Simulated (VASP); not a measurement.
# HgP (Imm2) in VASP: single point with r2SCAN

Aim: the single point of HgP with r2SCAN.

Everything below comes from runs of VASP 6.6.1. Logs are shortened: lines on timing, memory, paths and dates and some standing lists are left out, and cuts for length are marked.

## 1. The cell of the first run

The structure is orthorhombic, space group Imm2 (No. 44). Conventional cell: a = 4.118 Å, b = 4.118 Å, c = 5.823 Å, α = 90.00°, β = 90.00°, γ = 90.00°. Within 3.2 Å of Hg (site symmetry mm2) lie 4 P at 2.41 to 2.64 Å. Within 3.2 Å of P (site symmetry mm2) lie 4 Hg at 2.41 to 2.64 Å.

## 2. Single point, r2SCAN (atom 2 (P) moved 0.2 Å along x)

The input, POSCAR:

```
HgP
1.0
    0.0000000000      2.9115454995      2.9115454995
    2.9115454995      0.0000000000      2.9115454995
    2.9115454995      2.9115454995      0.0000000000
Hg P
1 1
Direct
    0.0000000000      0.0000000000      0.0000000000
    0.2156539800      0.2843460200      0.2843460200
```

The input, INCAR.step1:

```
PREC = Accurate ; ENCUT = 520
ISMEAR = 0 ; SIGMA = 0.05
LREAL = False ; LASPH = True
NELM = 80 ; NBANDS = 16
GGA = PE ; ALGO = Normal
EDIFF = 1E-4 ; LWAVE = True
LCHARG = False
```

The input, INCAR.step2:

```
PREC = Accurate ; ENCUT = 520
EDIFF = 1E-6 ; ISMEAR = 0
SIGMA = 0.05 ; LREAL = False
LASPH = True ; NELM = 80
ALGO = Normal ; ISIF = 2
LWAVE = False ; LCHARG = False
METAGGA = R2SCAN ; LMIXTAU = True
NBANDS = 16 ; ISTART = 1
```

The input, KPOINTS:

```
Automatic mesh
0
Gamma
  10 10 10
```

Potentials or basis: VASP PAW PBE potentials, release 64 (Hg, P).

Run with:

```console
> cat potpaw_PBE.64/Hg/POTCAR potpaw_PBE.64/P/POTCAR > POTCAR
> cp INCAR.step1 INCAR
> mpirun -np 1 vasp_std > vasp.out
> cp INCAR.step2 INCAR
> mpirun -np 1 vasp_std > vasp.out
```

OUTCAR:

```text
PREC = Accurate
   ENCUT = 520
   EDIFF = 1E-6
   ISMEAR = 0
   LREAL = False
   LASPH = True
   NELM = 80
   ISIF = 2
   METAGGA = R2SCAN
   ISTART = 1

 ion  position               nearest neighbor table
   1  0.000  0.000  0.000-   2 2.41   2 2.41   2 2.64   2 2.64
   2  0.216  0.284  0.284-   1 2.41   1 2.41   1 2.64   1 2.64

  LATTYP: Found a face centered cubic cell.
 ALAT       =     5.8230909990

  Lattice vectors:

 A1 = (   0.0000000000,   2.9115454995,   2.9115454995)
 A2 = (   2.9115454995,   0.0000000000,   2.9115454995)
 A3 = (   2.9115454995,   2.9115454995,   0.0000000000)

Analysis of symmetry for initial positions (statically):
=====================================================================
 Subroutine PRICEL returns:
 Original cell was already a primitive cell.

 Routine SETGRP: Setting up the symmetry group for a
 face centered cubic supercell.

 Subroutine GETGRP returns: Found  4 space group operations
 (whereof  4 operations were pure point group operations)
 out of a pool of 48 trial point group operations.

The static configuration has the point symmetry C_2v.

Analysis of symmetry for dynamics (positions and initial velocities):
=====================================================================
 Subroutine PRICEL returns:
 Original cell was already a primitive cell.

 Routine SETGRP: Setting up the symmetry group for a
 face centered cubic supercell.

 Subroutine GETGRP returns: Found  4 space group operations
 (whereof  4 operations were pure point group operations)
 out of a pool of 48 trial point group operations.

The dynamic configuration has the point symmetry C_2v.

 Subroutine INISYM returns: Found  4 space group operations
 (whereof  4 operations are pure point group operations),
 and found     1 'primitive' translations

----------------------------------------------------------------------------------------

                                     Primitive cell

  volume of cell :      49.3629

  direct lattice vectors                    reciprocal lattice vectors
     0.000000000  2.911545499  2.911545499    -0.171730100  0.171730100  0.171730100
     2.911545499  0.000000000  2.911545499     0.171730100 -0.171730100  0.171730100
     2.911545499  2.911545499  0.000000000     0.171730100  0.171730100 -0.171730100

  length of vectors
     4.117547133  4.117547133  4.117547133     0.297445259  0.297445259  0.297445259

  position of ions in fractional coordinates (direct lattice)
     0.000000000  0.000000000  0.000000000
     0.215653980  0.284346020  0.284346020

  ion indices of the primitive-cell ions
   primitive index   ion index
                 1           1
                 2           2

----------------------------------------------------------------------------------------

 KPOINTS: Automatic mesh

Automatic generation of k-mesh.
 Grid dimensions read from file:
 generate k-points for:   10   10   10

 Generating k-lattice:

  Cartesian coordinates                     Fractional coordinates (reciprocal lattice)
    -0.017173010  0.017173010  0.017173010     0.100000000  0.000000000  0.000000000
     0.017173010 -0.017173010  0.017173010     0.000000000  0.100000000  0.000000000
     0.017173010  0.017173010 -0.017173010     0.000000000  0.000000000  0.100000000

  Length of vectors
     0.029744526  0.029744526  0.029744526

  Shift w.r.t. Gamma in fractional coordinates (k-lattice)
     0.000000000  0.000000000  0.000000000

 Subroutine IBZKPT returns following result:
 ===========================================

 Found    171 irreducible k-points:

 Following reciprocal coordinates:
            Coordinates               Weight
  0.000000  0.000000  0.000000      1.000000
  0.100000  0.000000  0.000000      4.000000
  0.000000  0.100000  0.000000      4.000000
  0.200000  0.000000  0.000000      4.000000
  0.000000  0.200000  0.000000      4.000000
  0.300000  0.000000  0.000000      4.000000
[... 16 lines left out ...]
  0.000000  0.400000  0.100000      4.000000
  0.100000  0.000000  0.400000      8.000000
 [... further k-points ...]
   k-points           NKPTS =    171   k-points in BZ     NKDIM =    171   number of bands    NBANDS=     16
   number of dos      NEDOS =    301   number of ions     NIONS =      2
   total plane-waves  NPLWV =  32768
   dimension x,y,z NGX =    32 NGY =   32 NGZ =   32
   dimension x,y,z NGXF=    64 NGYF=   64 NGZF=   64
   ions per type =               1   1
   NGX,Y,Z   is equivalent  to a cutoff of  12.92, 12.92, 12.92 a.u.
   NGXF,Y,Z  is equivalent  to a cutoff of  25.84, 25.84, 25.84 a.u.
 SYSTEM =  unknown system
   PREC   = accura    normal or accurate (medium, high low for compatibility)
   ISTART =      1    job   : 0-new  1-cont  2-samecut
   ICHARG =      0    charge: 1-file 2-atom 10-const
   ISPIN  =      1    spin polarized calculation?
   LNONCOLLINEAR =      F non collinear calculations
   LSORBIT =      F    spin-orbit coupling
   LASPH  =      T    aspherical Exc in radial PAW
   ENCUT  =  520.0 eV  38.22 Ry    6.18 a.u.   7.66  7.66  7.66*2*pi/ulx,y,z
   NELM   =     80;   NELMIN=  2; NELMDL=  0     # of ELM steps
   EDIFF  = 0.1E-05   stopping-criterion for ELM
   LREAL  =      F    real-space projection
   EDIFFG = 0.1E-04   stopping-criterion for IOM
   NSW    =      0    number of steps for IOM
   IBRION =     -1    ionic relax: 0-MD 1-quasi-New 2-CG
   NFREE  =      0    steps in history (QN), initial steepest desc. (CG)
   ISIF   =      2    stress and relaxation
   ISYM   =      2    0-nonsym 1-usesym 2-fastsym
   POTIM  = 0.5000    time-step for ionic-motion
   TEBEG  =    0.0;   TEEND  =   0.0 temperature during run
   PSTRESS=    0.0 pullay stress
   NELECT =      17.0000    total number of electrons
   NUPDOWN=      -1.0000    fix difference up-down
   EMIN   =  10.00;   EMAX   =-10.00  energy-range for DOS
   EFERMI =   0.00;   METHOD = LEGACY
   ISMEAR =     0;   SIGMA  =   0.05  broadening in eV -4-tet -1-fermi 0-gaus
   EFERMI_NEDOS =   21; number of points for ismear=-14 and -15
   IALGO  =     38    algorithm
   IMIX   =      4    mixing-type and parameters
     AMIX     =   0.40;   BMIX     =  1.00
     AMIX_MAG =   1.60;   BMIX_MAG =  1.00
  volume/ion in A,a.u.               =      24.68       166.56
  Fermi-wavevector in a.u.,A,eV,Ry     =   1.147513  2.168485 17.915958  1.316786
  Thomas-Fermi vector in A             =   2.284192
   LORBIT       =      0    0 simple, 1 ext, 2 COOP (PROOUT), +10 PAW based schemes
   METAGGA = R2SCAN    functional components
   LHFCALC =     F    Hartree Fock is set to
   AEXX    =    0.0000 exact exchange contribution
   IVDW    =     0    specifies the selected vdW correction
   LEPSILON=     F    determine dielectric tensor
   LRPA    =     F    only Hartree local field effects (RPA)
 non-spin polarized calculation
 Gauss-broadening in eV      SIGMA  =   0.05
  energy-cutoff  :      520.00
  volume of cell :       49.36
 maximum number of plane-waves:      1363
   NGX = 15   NGY = 15   NGZ = 15

 number of electron      17.0000001 magnetization

 Free energy of the ion-electron system (eV)
  ---------------------------------------------------
  ext. energy  EPLUGINS =         0.00000000
  ---------------------------------------------------
  free energy    TOTEN  =       -57.34683266 eV

  energy without entropy =      -57.34481077  energy(sigma->0) =      -57.34582172

 E-fermi :   2.2727     XC(G=0): -10.1339

 val. band max:        2.2702960483   @ k =   0.1000   0.0000   0.5000
 cond. band min:       2.2762614334   @ k =  -0.4000   0.2000   0.0000
 fundamental gap:      0.0059653851
 Fermi energy:         2.2726709274

 k-point     1 :       0.0000    0.0000    0.0000
  band No.  band energies     occupation
      1      -9.7460      2.00000
      2      -5.7144      2.00000
      3      -5.5066      2.00000
      4      -5.2685      2.00000
      5      -4.7035      2.00000
      6      -4.6397      2.00000
[... 8 lines left out ...]
     15      13.8279      0.00000
     16      14.2070      0.00000

 k-point     2 :       0.1000    0.0000    0.0000
  band No.  band energies     occupation
      1      -9.6747      2.00000
      2      -5.6912      2.00000
      3      -5.4895      2.00000
      4      -5.2486      2.00000
      5      -4.7042      2.00000
      6      -4.6343      2.00000
[... 8 lines left out ...]
     15      13.4363      0.00000
     16      13.6741      0.00000

 k-point     3 :       0.0000    0.1000    0.0000
  band No.  band energies     occupation
      1      -9.6590      2.00000
      2      -5.7025      2.00000
      3      -5.4656      2.00000
      4      -5.2463      2.00000
      5      -4.7066      2.00000
      6      -4.6478      2.00000
[... 8 lines left out ...]
     15      13.4475      0.00000
     16      13.6341      0.00000

 k-point     4 :       0.2000    0.0000    0.0000
  band No.  band energies     occupation
      1      -9.4843      2.00000
      2      -5.6329      2.00000
      3      -5.4435      2.00000
      4      -5.1619      2.00000
      5      -4.7012      2.00000
      6      -4.6120      2.00000
[... 8 lines left out ...]
     15      13.1580      0.00000
     16      13.4762      0.00000
[... 324 lines left out ...]
 k-point    22 :       0.4000    0.1000    0.0000
  band No.  band energies     occupation
      1      -9.0491      2.00000
      2      -5.5387      2.00000
      3      -5.3441      2.00000
      4      -4.8171      2.00000
      5      -4.5930      2.00000
      6      -4.3849      2.00000
[... 8 lines left out ...]
     15      13.8960      0.00000
     16      14.5313      0.00000

 k-point    23 :       0.0000    0.4000    0.1000
  band No.  band energies     occupation
      1      -8.9161      2.00000
      2      -5.4196      2.00000
      3      -5.1004      2.00000
      4      -4.9464      2.00000
      5      -4.5990      2.00000
      6      -4.5811      2.00000
[... 8 lines left out ...]
     15      13.8043      0.00000
     16      14.8065      0.00000

 k-point    24 :       0.1000    0.0000    0.4000
  band No.  band energies     occupation
      1      -8.8861      2.00000
      2      -5.3319      2.00000
      3      -5.1474      2.00000
      4      -4.8983      2.00000
      5      -4.6739      2.00000
      6      -4.5970      2.00000
[... 8 lines left out ...]
     15      14.0811      0.00000
     16      14.5327      0.00000

 [... further k-points ...]

------------------------ aborting loop because EDIFF is reached ----------------------------------------

  FORCE on cell =-STRESS in cart. coord.  units (eV):
  Direction    XX          YY          ZZ          XY          YZ          ZX
  --------------------------------------------------------------------------------------
  -------------------------------------------------------------------------------------
  Total        0.2458522      0.4945840      0.4945840      0.0000000     -1.5112951      0.0000000
  in kB        7.9796507     16.0527687     16.0527687      0.0000000    -49.0522716      0.0000000
  external PRESSURE =      13.3617294 kB  Pullay stress =       0.0000000 kB

 VOLUME and BASIS-vectors are now :
 -----------------------------------------------------------------------------
  energy-cutoff  :      520.00
  volume of cell :       49.36
      direct lattice vectors                 reciprocal lattice vectors
     0.000000000  2.911545499  2.911545499    -0.171730100  0.171730100  0.171730100
     2.911545499  0.000000000  2.911545499     0.171730100 -0.171730100  0.171730100
     2.911545499  2.911545499  0.000000000     0.171730100  0.171730100 -0.171730100

 POSITION                                       TOTAL-FORCE (eV/Angst)
 -----------------------------------------------------------------------------------
      0.00000      0.00000      0.00000         0.875323      0.000000      0.000000
      1.65577      1.45577      1.45577        -0.875323      0.000000      0.000000
 -----------------------------------------------------------------------------------
    total drift:                                0.000083     -0.000000     -0.000000

  FREE ENERGIE OF THE ION-ELECTRON SYSTEM (eV)
  ---------------------------------------------------
  free  energy   TOTEN  =       -57.3468326584 eV

  energy  without entropy=      -57.3448107724  energy(sigma->0) =      -57.34582172
```

Run time: 6.4 min. Hardware: 1 thread of Intel Xeon 8259CL, shared host; peak memory 0.28 GiB.

Results:

```
Free energy            : -57.3468 eV
Pressure               : 1.3 GPa
Largest force          : 0.875 eV/Å
Band gap on the k mesh : zero (an odd number of electrons rules out a gap without spin polarisation)
```

Forces in eV/Å, atoms in the order of the input:
```
Hg   0.875  0.000  0.000
P   -0.875  0.000  0.000
```

Caveat: the cell differs from its parent crystal (atom 2 (P) moved 0.2 Å along x); the PAW data sets were made with another functional, which shifts forces and pressure a little; spin-orbit coupling is left out, which moves the levels of the heavy elements.
